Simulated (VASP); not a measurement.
Here is a VASP 6.6.1 calculation.

File INCAR:

```
SYSTEM = Ba
  PREC = Accurate
  ENCUT = 500
  EDIFF = 1E-6
  ISMEAR = 0
  SIGMA = 0.1
  LREAL = .False.
  LASPH = .True.
  NELM = 120
  ALGO = Normal
  ISIF = 2
  LWAVE = .False.
  LCHARG = .True.
  GGA = RP
  LELF = .True.
  LVHAR = .True.
  NBANDS = 17
  GGA_COMPAT = .False.
```

KPOINTS

```
regular mesh
0
Gamma
  5 5 5
  0 0 0
```

POSCAR

```
Ba
1.0
    0.0000000000      3.1917302497      3.1917302497
    3.1917302497      0.0000000000      3.1917302497
    3.1917302497      3.1917302497      0.0000000000
Ba
2
Direct
    1.0000000000      1.0000000000      1.0000000000
    0.2500000000      0.2500000000      0.2500000000
```

Potentials or basis: VASP PAW PBE potentials, release 64 (Ba_sv).

The run is started by

```bash
$ cat potpaw_PBE.64/Ba_sv/POTCAR > POTCAR
$ mpirun -np 1 vasp_std > vasp.out
```

(1) Estimate the pressure.

(2) What does it give for the band gap on the k mesh?

## Answers

(1) 34.9 GPa.

(2) zero (bands 10 and 11 overlap by 0.39 eV).

Caveat: the cell stands under pressure; the PAW data sets were made with another functional, which shifts forces and pressure a little; spin-orbit coupling is left out, which moves the levels of the heavy elements.
